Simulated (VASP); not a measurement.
MgB, 4 atoms in the cell. The structure is trigonal, space group P-3m1 (No. 164). Conventional cell: a = 3.062 Å, b = 3.062 Å, c = 6.784 Å, α = 90.00°, β = 90.00°, γ = 120.00°. Within 3.0 Å of Mg (site symmetry 3m) lie 4 B at 2.23 to 2.62 Å. B (site symmetry 3m) has 3 B at 1.79 Å and 1 Mg at 2.23 Å within 2.4 Å. 

- Program: VASP 6.6.1
- Task: single point
- Functional: PBE
- Potentials or basis: VASP PAW PBE potentials, release 64 (Mg, B)
- Cutoff: 600 eV
- k mesh: 18 × 18 × 8
- Occupations: gaussian, width 0.1 eV
- Spin: no spin polarisation
- Dipole correction: no
- Further INCAR settings: ALGO = Normal; EDIFF = 1e-06; NBANDS = 13

Potentials or basis: VASP PAW PBE potentials, release 64 (Mg, B).

Launch:

```sh
$ cat potpaw_PBE.64/Mg/POTCAR potpaw_PBE.64/B/POTCAR > POTCAR
$ mpirun -np 1 vasp_std > vasp.out
```

Hardware: 1 thread of AMD EPYC 9R45 (Zen 5) (shared host).

Q: Estimate the wall time of this run.

A: Wall time 2.6 min on 1 thread of AMD EPYC 9R45 (Zen 5), with other jobs on the host, peak memory 0.32 GiB. Counts: scf iterations 13, k points 266.
